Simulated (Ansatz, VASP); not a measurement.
**Two plane-wave programs on Hf2ZrC3**

```xyz
6
Lattice="-1.6547 2.3345 4.9479 1.6547 -2.3345 4.9479 1.6547 2.3345 -4.9479" Properties=species:S:1:pos:R:3 pbc="T T T"
Zr    0.0000    0.0000    0.0000
Hf    0.0000    0.0000    6.5955
Hf    0.0000    0.0000    3.3002
C     0.0000    2.3345    3.2822
C     1.6547    0.0000    1.6657
C     0.0000    2.3345    0.0000
```

Alike in both runs: task single point; functional PBE; k mesh 6 × 6 × 6; occupations gaussian, width 0.1 eV; collinear spin.

|  | VASP | Ansatz |
| --- | --- | --- |
| version | VASP 6.6.1 | Ansatz 0.2.0 |
| potentials or method | VASP PAW PBE potentials, release 64 (Zr_sv, Hf_pv, C), cutoff 520 eV | scalar-relativistic, plane waves, PAW |
| valence electrons in the cell | 44 | 76 |

|  | VASP | Ansatz | Ansatz less VASP |
| --- | --- | --- | --- |
| gap on the k mesh at the Fermi level (eV) | none | none | - |
| pressure (GPa) | -0.4 | -0.1 | +0.35 |
| traceless stress, the component that is largest in VASP (GPa) | 0.30 | 0.31 | +0.005 |
| rms of the force components (eV/Å) | 0.014 | 0.007 | -0.0068 |
| net moment per atom (μB) | 0.00 | 0.00 | 0.000 |

Atom by atom the forces differ by 0.011 eV/Å (rms over components). A gap of «none» marks a metal or a gap that the smearing closes. With one functional, cell and mesh, what is left measures potentials, basis and numerics. VASP's potentials hold 44 valence electrons a cell and Ansatz's 76, so a difference there can come from the potentials and not from the codes. Ansatz's warnings: seeded moment not kept.

The k mesh is coarse, so the values compare programs but aren't converged. Neither program's run includes spin-orbit coupling.
